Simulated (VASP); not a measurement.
# Rh in VASP: notebook

The runs below take Rh through single point, with LDA.

Program: VASP 6.6.1. These are calculated values, not measurements. Logs are shortened: lines on timing, memory, paths and dates and some standing lists are left out, and cuts for length are marked.

## (1) The cell of the first run

The typed cell holds 2 atoms: a = 4.362 Å, b = 4.362 Å, c = 2.760 Å, α = 90.00°, β = 90.00°, γ = 143.54°.

## (2) Single point, LDA (15.61 Å³/atom)

Contents of INCAR:

```
SYSTEM = Rh
ALGO = Normal
EDIFF = 1E-7
ENCUT = 520
GGA = CA
ISIF = 2
ISMEAR = -1
LASPH = .TRUE.
LCHARG = .FALSE.
LREAL = .FALSE.
LWAVE = .FALSE.
NBANDS = 22
NELM = 100
PREC = Accurate
SIGMA = 0.1
```

Contents of KPOINTS:

```
k-points
0
G
  14 14 13
  0 0 0
```

Contents of POSCAR:

```
Rh
1.0
   -2.7255775078      3.1343346437      1.3335988285
    3.1343346437     -2.7255775078      1.3335988285
    1.9074489438      1.9074489438     -0.5849593854
Rh
2
Direct
    0.0101255877      0.9898744123      0.0000000000
    0.7398744123      0.2601255877      0.5000000000
```

Potentials or basis: VASP PAW LDA potentials, release 64 (Rh_pv).

Launch:

```
> cat potpaw_LDA.64/Rh_pv/POTCAR > POTCAR
> mpirun -np 1 vasp_std > vasp.out
```

OUTCAR:

```text
SYSTEM = Rh
   EDIFF = 1E-7
   ENCUT = 520
   GGA = CA
   ISIF = 2
   ISMEAR = -1
   LASPH = .TRUE.
   LREAL = .FALSE.
   NELM = 100
   PREC = Accurate

 ion  position               nearest neighbor table
   1  0.010  0.990  0.000-   2 2.63   2 2.63   2 2.72   2 2.72   2 2.72   2 2.72
   2  0.740  0.260  0.500-   1 2.63   1 2.63   1 2.72   1 2.72   1 2.72   1 2.72

  LATTYP: Found a base centered monoclinic cell.
 ALAT       =     2.7291222277
 B/A-ratio  =     3.0365687380
 C/A-ratio  =     1.0114004961
 COS(beta)  =    -0.0001109207

  Lattice vectors:

 A1 = (  -2.7255775078,   3.1343346437,   1.3335988285)
 A2 = (   3.1343346437,  -2.7255775078,   1.3335988285)
 A3 = (   1.9074489438,   1.9074489438,  -0.5849593854)

Analysis of symmetry for initial positions (statically):
=====================================================================
 Subroutine PRICEL returns:
 Original cell was already a primitive cell.

 Routine SETGRP: Setting up the symmetry group for a
 base centered monoclinic supercell.

 Subroutine GETGRP returns: Found  4 space group operations
 (whereof  2 operations were pure point group operations)
 out of a pool of  4 trial point group operations.

The static configuration has the point symmetry C_2 .
 The point group associated with its full space group is C_2h.

Analysis of symmetry for dynamics (positions and initial velocities):
=====================================================================
 Subroutine PRICEL returns:
 Original cell was already a primitive cell.

 Routine SETGRP: Setting up the symmetry group for a
 base centered monoclinic supercell.

 Subroutine GETGRP returns: Found  4 space group operations
 (whereof  2 operations were pure point group operations)
 out of a pool of  4 trial point group operations.

The dynamic configuration has the point symmetry C_2 .
 The point group associated with its full space group is C_2h.

 Subroutine INISYM returns: Found  4 space group operations
 (whereof  2 operations are pure point group operations),
 and found     1 'primitive' translations

----------------------------------------------------------------------------------------

                                     Primitive cell

  volume of cell :      31.2137

  direct lattice vectors                    reciprocal lattice vectors
    -2.725577508  3.134334644  1.333598828    -0.030416758  0.140234264  0.358095437
     3.134334644 -2.725577508  1.333598828     0.140234264 -0.030416758  0.358095437
[... 76 lines left out ...]
   PREC   = accura    normal or accurate (medium, high low for compatibility)
   ISTART =      0    job   : 0-new  1-cont  2-samecut
   ICHARG =      2    charge: 1-file 2-atom 10-const
   ISPIN  =      1    spin polarized calculation?
   LNONCOLLINEAR =      F non collinear calculations
   LSORBIT =      F    spin-orbit coupling
   LASPH  =      T    aspherical Exc in radial PAW
   ENCUT  =  520.0 eV  38.22 Ry    6.18 a.u.   8.11  8.11  5.13*2*pi/ulx,y,z
   NELM   =    100;   NELMIN=  2; NELMDL= -5     # of ELM steps
   EDIFF  = 0.1E-06   stopping-criterion for ELM
   LREAL  =      F    real-space projection
   EDIFFG = 0.1E-05   stopping-criterion for IOM
   NSW    =      0    number of steps for IOM
   IBRION =     -1    ionic relax: 0-MD 1-quasi-New 2-CG
   NFREE  =      0    steps in history (QN), initial steepest desc. (CG)
   ISIF   =      2    stress and relaxation
   ISYM   =      2    0-nonsym 1-usesym 2-fastsym
   POTIM  = 0.5000    time-step for ionic-motion
   TEBEG  =    0.0;   TEEND  =   0.0 temperature during run
   PSTRESS=    0.0 pullay stress
   NELECT =      30.0000    total number of electrons
   NUPDOWN=      -1.0000    fix difference up-down
   EMIN   =  10.00;   EMAX   =-10.00  energy-range for DOS
   EFERMI =   0.00;   METHOD = LEGACY
   ISMEAR =    -1;   SIGMA  =   0.10  broadening in eV -4-tet -1-fermi 0-gaus
   EFERMI_NEDOS =   21; number of points for ismear=-14 and -15
   IALGO  =     38    algorithm
   IMIX   =      4    mixing-type and parameters
     AMIX     =   0.40;   BMIX     =  1.00
     AMIX_MAG =   1.60;   BMIX_MAG =  1.00
  volume/ion in A,a.u.               =      15.61       105.32
  Fermi-wavevector in a.u.,A,eV,Ry     =   1.615599  3.053039 35.513373  2.610159
  Thomas-Fermi vector in A             =   2.710320
   LORBIT       =      0    0 simple, 1 ext, 2 COOP (PROOUT), +10 PAW based schemes
   GGA     = CA    functional components
   LHFCALC =     F    Hartree Fock is set to
   AEXX    =    0.0000 exact exchange contribution
   IVDW    =     0    specifies the selected vdW correction
   LEPSILON=     F    determine dielectric tensor
   LRPA    =     F    only Hartree local field effects (RPA)
 non-spin polarized calculation
  energy-cutoff  :      520.00
  volume of cell :       31.21
 maximum number of plane-waves:       856
   NGX = 17   NGY = 17   NGZ = 11

 number of electron      30.0000003 magnetization

 Free energy of the ion-electron system (eV)
  ---------------------------------------------------
  ext. energy  EPLUGINS =         0.00000000
  ---------------------------------------------------
  free energy    TOTEN  =       -16.65992513 eV

  energy without entropy =      -16.56214912  energy(sigma->0) =      -16.61103713

 E-fermi :   9.5539     XC(G=0): -13.4964

 val. band max:        9.5515441868   @ k =   0.3571   0.2143   0.3077
 cond. band min:       9.5557523425   @ k =  -0.3571   0.2143   0.0000
 fundamental gap:      0.0042081557
 Fermi energy:         9.5538718084

 k-point     1 :       0.0000    0.0000    0.0000
  band No.  band energies     occupation
      1     -37.0852      2.00000
      2     -36.6107      2.00000
      3     -36.4968      2.00000
      4     -36.4437      2.00000
      5     -36.4147      2.00000
      6     -36.3848      2.00000
[... 589 lines left out ...]
     21      21.8213      0.00000
     22      26.4038      0.00000

 [... further k-points ...]
[... 5 lines left out ...]
  --------------------------------------------------------------------------------------
  -------------------------------------------------------------------------------------
  Total       -4.8712117     -4.8712117     -4.1999648      0.0362723      0.1028777      0.1028776
  in kB     -250.0358892   -250.0358892   -215.5812554      1.8618318      5.2806383      5.2806361
  external PRESSURE =    -238.5510113 kB  Pullay stress =       0.0000000 kB

 VOLUME and BASIS-vectors are now :
 -----------------------------------------------------------------------------
  energy-cutoff  :      520.00
  volume of cell :       31.21
      direct lattice vectors                 reciprocal lattice vectors
    -2.725577508  3.134334644  1.333598828    -0.030416758  0.140234264  0.358095437
     3.134334644 -2.725577508  1.333598828     0.140234264 -0.030416758  0.358095437
     1.907448944  1.907448944 -0.584959385     0.250363532  0.250363532 -0.076738130

 POSITION                                       TOTAL-FORCE (eV/Angst)
 -----------------------------------------------------------------------------------
      3.07500     -2.66624      1.33360        -0.128074      0.128074     -0.000000
     -0.24754      2.56375      1.04112         0.128074     -0.128074      0.000000
 -----------------------------------------------------------------------------------
    total drift:                                0.000000      0.000000     -0.000000

  FREE ENERGIE OF THE ION-ELECTRON SYSTEM (eV)
  ---------------------------------------------------
  free  energy   TOTEN  =       -16.6599251315 eV

  energy  without entropy=      -16.5621491235  energy(sigma->0) =      -16.61103713
```

It took 3.6 min on 1 thread of AMD EPYC 9R45 (Zen 5), shared host; peak memory 0.41 GiB.

What came out:

```yaml
Free_energy: -16.6599 eV
Pressure: -23.9 GPa
Largest_force: 0.181 eV/Å
Band_gap_on_the_k_mesh: zero (bands 15 and 16 overlap by 1.76 eV)
```

Forces in eV/Å, atoms in the order of the input:
```
Rh  -0.128  0.128  0.000
Rh   0.128 -0.128  0.000
```

Caveat: the cell stands under tension.

## (3) Single point, LDA

This run uses another cell than the first one, of 13.93 Å³/atom.

Contents of INCAR:

```
ALGO = Normal
EDIFF = 1E-7
ENCUT = 520
ISIF = 2
ISMEAR = -1
ISYM = 0
LASPH = True
LCHARG = False
LREAL = False
LWAVE = False
NBANDS = 22
NELM = 80
PREC = Accurate
SIGMA = 0.1
```

Contents of KPOINTS:

```
k-points
0
Gamma
  14 14 9
```

Contents of POSCAR:

```
Rh
1.0
   -2.6245359689      3.0181398208      1.2841601765
    3.0181398208     -2.6245359689      1.2841601765
    1.8367367457      1.8367367457     -0.5632740009
Rh
2
Direct
    0.0101255877      0.9898744123      0.0000000000
    0.7398744123      0.2601255877      0.5000000000
```

Potentials or basis: VASP PAW LDA potentials, release 64 (Rh_pv).

Launch:

```
> cat potpaw_LDA.64/Rh_pv/POTCAR > POTCAR
> mpirun -np 1 vasp_std > vasp.out
```

OUTCAR:

```text
EDIFF = 1E-7
   ENCUT = 520
   ISIF = 2
   ISMEAR = -1
   ISYM = 0
   LASPH = True
   LREAL = False
   NELM = 80
   PREC = Accurate

 ion  position               nearest neighbor table
   1  0.010  0.990  0.000-   2 2.53   2 2.53   2 2.62   2 2.62   2 2.62   2 2.62
   2  0.740  0.260  0.500-   1 2.53   1 2.53   1 2.62   1 2.62   1 2.62   1 2.62

IMPORTANT INFORMATION: All symmetrisations will be switched off!
NOSYMM: (Re-)initialisation of all symmetry stuff for point group C_1.

----------------------------------------------------------------------------------------

                                     Primitive cell

  volume of cell :      27.8694

  direct lattice vectors                    reciprocal lattice vectors
    -2.624535969  3.018139821  1.284160176    -0.031587767  0.145633118  0.371881689
     3.018139821 -2.624535969  1.284160176     0.145633118 -0.031587767  0.371881689
     1.836736746  1.836736746 -0.563274001     0.260002233  0.260002233 -0.079692458

  length of vectors
     4.200764739  4.200764739  2.657909206     0.400627985  0.400627985  0.376235578

  position of ions in fractional coordinates (direct lattice)
     0.010125588  0.989874412  1.000000000
     0.739874412  0.260125588  0.500000000

  ion indices of the primitive-cell ions
   primitive index   ion index
                 1           1
                 2           2

----------------------------------------------------------------------------------------

 KPOINTS: k-points

Automatic generation of k-mesh.
 Grid dimensions read from file:
 generate k-points for:   14   14    9

 Generating k-lattice:

  Cartesian coordinates                     Fractional coordinates (reciprocal lattice)
    -0.002256269  0.010402366  0.026562978     0.071428571  0.000000000  0.000000000
     0.010402366 -0.002256269  0.026562978     0.000000000  0.071428571  0.000000000
     0.028889137  0.028889137 -0.008854718     0.000000000  0.000000000  0.111111111

  Length of vectors
     0.028616285  0.028616285  0.041803953

  Shift w.r.t. Gamma in fractional coordinates (k-lattice)
     0.000000000  0.000000000  0.000000000

 Subroutine IBZKPT returns following result:
 ===========================================

 Found    884 irreducible k-points:

 Following reciprocal coordinates:
            Coordinates               Weight
  0.000000  0.000000  0.000000      1.000000
  0.071429  0.000000 -0.000000      2.000000
  0.000000 -0.071429  0.000000      2.000000
  0.142857 -0.000000 -0.000000      2.000000
  0.000000 -0.142857  0.000000      2.000000
  0.214286  0.000000 -0.000000      2.000000
[... 16 lines left out ...]
  0.357143  0.071429 -0.000000      2.000000
 -0.071429 -0.357143  0.000000      2.000000
 [... further k-points ...]
   k-points           NKPTS =    884   k-points in BZ     NKDIM =    884   number of bands    NBANDS=     22
   number of dos      NEDOS =    301   number of ions     NIONS =      2
   total plane-waves  NPLWV =  20480
   dimension x,y,z NGX =    32 NGY =   32 NGZ =   20
   dimension x,y,z NGXF=    64 NGYF=   64 NGZF=   40
   ions per type =               2
   NGX,Y,Z   is equivalent  to a cutoff of  12.66, 12.66, 12.51 a.u.
   NGXF,Y,Z  is equivalent  to a cutoff of  25.33, 25.33, 25.02 a.u.
 SYSTEM =  unknown system
   PREC   = accura    normal or accurate (medium, high low for compatibility)
   ISTART =      0    job   : 0-new  1-cont  2-samecut
   ICHARG =      2    charge: 1-file 2-atom 10-const
   ISPIN  =      1    spin polarized calculation?
   LNONCOLLINEAR =      F non collinear calculations
   LSORBIT =      F    spin-orbit coupling
   LASPH  =      T    aspherical Exc in radial PAW
   ENCUT  =  520.0 eV  38.22 Ry    6.18 a.u.   7.81  7.81  4.94*2*pi/ulx,y,z
   NELM   =     80;   NELMIN=  2; NELMDL= -5     # of ELM steps
   EDIFF  = 0.1E-06   stopping-criterion for ELM
   LREAL  =      F    real-space projection
   EDIFFG = 0.1E-05   stopping-criterion for IOM
   NSW    =      0    number of steps for IOM
   IBRION =     -1    ionic relax: 0-MD 1-quasi-New 2-CG
   NFREE  =      0    steps in history (QN), initial steepest desc. (CG)
   ISIF   =      2    stress and relaxation
   ISYM   =      0    0-nonsym 1-usesym 2-fastsym
   POTIM  = 0.5000    time-step for ionic-motion
   TEBEG  =    0.0;   TEEND  =   0.0 temperature during run
   PSTRESS=    0.0 pullay stress
   NELECT =      30.0000    total number of electrons
   NUPDOWN=      -1.0000    fix difference up-down
   EMIN   =  10.00;   EMAX   =-10.00  energy-range for DOS
   EFERMI =   0.00;   METHOD = LEGACY
   ISMEAR =    -1;   SIGMA  =   0.10  broadening in eV -4-tet -1-fermi 0-gaus
   EFERMI_NEDOS =   21; number of points for ismear=-14 and -15
   IALGO  =     38    algorithm
   IMIX   =      4    mixing-type and parameters
     AMIX     =   0.40;   BMIX     =  1.00
     AMIX_MAG =   1.60;   BMIX_MAG =  1.00
  volume/ion in A,a.u.               =      13.93        94.04
  Fermi-wavevector in a.u.,A,eV,Ry     =   1.677797  3.170577 38.300455  2.815004
  Thomas-Fermi vector in A             =   2.762000
   LORBIT       =      0    0 simple, 1 ext, 2 COOP (PROOUT), +10 PAW based schemes
   GGA     = CA    functional components
   LHFCALC =     F    Hartree Fock is set to
   AEXX    =    0.0000 exact exchange contribution
   IVDW    =     0    specifies the selected vdW correction
   LEPSILON=     F    determine dielectric tensor
   LRPA    =     F    only Hartree local field effects (RPA)
 non-spin polarized calculation
  energy-cutoff  :      520.00
  volume of cell :       27.87
 maximum number of plane-waves:       762
   NGX = 15   NGY = 15   NGZ =  9

 number of electron      29.9999996 magnetization

 Free energy of the ion-electron system (eV)
  ---------------------------------------------------
  ext. energy  EPLUGINS =         0.00000000
  ---------------------------------------------------
  free energy    TOTEN  =       -16.91930686 eV

  energy without entropy =      -16.83219608  energy(sigma->0) =      -16.87575147

 E-fermi :  11.5257     XC(G=0): -14.2000

 val. band max:       11.5248966741   @ k =   0.5000   0.1429   0.3333
 cond. band min:      11.5258443511   @ k =  -0.2143   0.4286   0.3333
 fundamental gap:      0.0009476770
 Fermi energy:        11.5257092797

 k-point     1 :       0.0000    0.0000    0.0000
  band No.  band energies     occupation
      1     -35.5876      2.00000
      2     -34.9229      2.00000
      3     -34.7625      2.00000
      4     -34.6506      2.00000
      5     -34.6441      2.00000
      6     -34.5956      2.00000
[... 14 lines left out ...]
     21      28.8153      0.00000
     22      30.2770      0.00000

 k-point     2 :       0.0714    0.0000   -0.0000
  band No.  band energies     occupation
      1     -35.5787      2.00000
      2     -34.9174      2.00000
      3     -34.7989      2.00000
      4     -34.6689      2.00000
      5     -34.6442      2.00000
      6     -34.5969      2.00000
[... 14 lines left out ...]
     21      28.7911      0.00000
     22      28.9556      0.00000

 k-point     3 :       0.0000   -0.0714    0.0000
  band No.  band energies     occupation
      1     -35.5787      2.00000
      2     -34.9174      2.00000
      3     -34.7989      2.00000
      4     -34.6689      2.00000
      5     -34.6442      2.00000
      6     -34.5969      2.00000
[... 14 lines left out ...]
     21      28.7911      0.00000
     22      28.9556      0.00000
[... 476 lines left out ...]
 k-point    23 :       0.3571    0.0714   -0.0000
  band No.  band energies     occupation
      1     -35.4666      2.00000
      2     -35.2743      2.00000
      3     -35.0370      2.00000
      4     -34.8023      2.00000
      5     -34.7223      2.00000
      6     -34.6357      2.00000
[... 14 lines left out ...]
     21      25.6433      0.00000
     22      29.1641      0.00000

 k-point    24 :      -0.0714   -0.3571    0.0000
  band No.  band energies     occupation
      1     -35.4666      2.00000
      2     -35.2743      2.00000
      3     -35.0370      2.00000
      4     -34.8023      2.00000
      5     -34.7223      2.00000
      6     -34.6357      2.00000
[... 14 lines left out ...]
     21      25.6433      0.00000
     22      29.1641      0.00000

 [... further k-points ...]
[... 5 lines left out ...]
  --------------------------------------------------------------------------------------
  -------------------------------------------------------------------------------------
  Total        0.1671977      0.1671975      0.1275306     -0.0082069     -0.0042320     -0.0042322
  in kB        9.6119991      9.6119877      7.3315826     -0.4718060     -0.2432950     -0.2433039
  external PRESSURE =       8.8518565 kB  Pullay stress =       0.0000000 kB

 VOLUME and BASIS-vectors are now :
 -----------------------------------------------------------------------------
  energy-cutoff  :      520.00
  volume of cell :       27.87
      direct lattice vectors                 reciprocal lattice vectors
    -2.624535969  3.018139821  1.284160176    -0.031587767  0.145633118  0.371881689
     3.018139821 -2.624535969  1.284160176     0.145633118 -0.031587767  0.371881689
     1.836736746  1.836736746 -0.563274001     0.260002233  0.260002233 -0.079692458

 POSITION                                       TOTAL-FORCE (eV/Angst)
 -----------------------------------------------------------------------------------
      2.96100     -2.56740      1.28416         0.002109     -0.002109     -0.000000
     -0.23836      2.46870      1.00252        -0.002109      0.002109      0.000000
 -----------------------------------------------------------------------------------
    total drift:                                0.000022     -0.000022      0.000000

  FREE ENERGIE OF THE ION-ELECTRON SYSTEM (eV)
  ---------------------------------------------------
  free  energy   TOTEN  =       -16.9193068598 eV

  energy  without entropy=      -16.8321960765  energy(sigma->0) =      -16.87575147
```

OSZICAR:

```text
N       E                     dE             d eps       ncg     rms          rms(c)
DAV:   1     0.327816233004E+03    0.32782E+03   -0.18291E+04 38896   0.157E+03
DAV:   2    -0.105833914932E+02   -0.33840E+03   -0.32634E+03 40132   0.475E+02
DAV:   3    -0.178666715391E+02   -0.72833E+01   -0.72460E+01 45694   0.791E+01
DAV:   4    -0.179201537292E+02   -0.53482E-01   -0.53478E-01 43454   0.685E+00
DAV:   5    -0.179211135864E+02   -0.95986E-03   -0.95985E-03 46258   0.936E-01    0.155E+01
DAV:   6    -0.169674575587E+02    0.95366E+00   -0.22247E+00 43606   0.157E+01    0.554E+00
DAV:   7    -0.169280410504E+02    0.39417E-01   -0.46392E-02 44680   0.187E+00    0.248E+00
DAV:   8    -0.169194570398E+02    0.85840E-02   -0.82403E-03 43288   0.105E+00    0.188E-01
DAV:   9    -0.169192971775E+02    0.15986E-03   -0.31020E-04 44806   0.198E-01    0.552E-02
DAV:  10    -0.169193076307E+02   -0.10453E-04   -0.18333E-05 45060   0.496E-02    0.122E-02
DAV:  11    -0.169193080928E+02   -0.46206E-06   -0.10308E-05 45700   0.491E-02    0.128E-02
DAV:  12    -0.169193068289E+02    0.12638E-05   -0.24160E-06 44218   0.228E-02    0.271E-03
DAV:  13    -0.169193068598E+02   -0.30836E-07   -0.14960E-07 25570   0.464E-03
   1 F= -.16919307E+02 E0= -.16875751E+02  d E =-.871108E-01
```

It took 4.1 min on 1 thread of AMD EPYC 9R45 (Zen 5), shared host; peak memory 0.45 GiB.

Results:

* Free energy: -16.9193 eV
* Pressure: 0.9 GPa
* Band gap on the k mesh: zero (bands 15 and 16 overlap by 2.06 eV)

Forces in eV/Å, atoms in the order of the input:
```
Rh   0.002 -0.002  0.000
Rh  -0.002  0.002  0.000
```
